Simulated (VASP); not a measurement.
Wanted: the native input for a VASP 6.6.1 run.

```yaml
Task: relaxation of shape and atoms at fixed volume
Functional: PBE
Potentials_or_basis: VASP PAW PBE potentials, release 64 (Ga_d)
Cutoff: 600 eV
k_mesh: 20 × 20 × 20
Occupations: gaussian, width 0.1 eV
Spin: no spin polarisation
Dipole_correction: no
Further_INCAR_settings: ALGO = Fast; EDIFF = 1e-06; IBRION = 2; EDIFFG = -0.01; NSW = 50; ISIF = 4
```

The structure of Ga lies in POSCAR:

```
Ga
1.0
    2.7694052303      0.0000000000      0.0000000000
    0.0000000000      2.7694052303      0.0000000000
    0.0000000000      0.0000000000      2.7704764606
Ga
1
Direct
    0.0000000000      0.0000000000      0.0000000000
```

This cell differs from its parent crystal: volume scaled by 1.06.

These files were run (other wordings do the same):

INCAR

```
SYSTEM = Ga
PREC = Accurate
ENCUT = 600
EDIFF = 1E-6
ISMEAR = 0
SIGMA = 0.1
LREAL = .False.
LASPH = .True.
NELM = 60
ALGO = Fast
ISIF = 4
LWAVE = .False.
LCHARG = .False.
GGA = PE
IBRION = 2
NSW = 50
EDIFFG = -0.01
```

KPOINTS

```
regular mesh
0
Gamma
  20 20 20
  0 0 0
```

Potentials or basis: VASP PAW PBE potentials, release 64 (Ga_d).

The run is started by

```bash
$ cat potpaw_PBE.64/Ga_d/POTCAR > POTCAR
$ mpirun -np 1 vasp_std > vasp.out
```

Results of the run:

```
Pressure after relaxing : -2.1 GPa
```

Caveat: the relaxation stopped at its first step, so nothing moved.

Run time: 69 s on 1 thread of Intel(R) Xeon(R) Platinum 8259CL CPU @ 2.50GHz (Skylake/Cascade Lake) (shared host), peak memory 0.3 GiB.
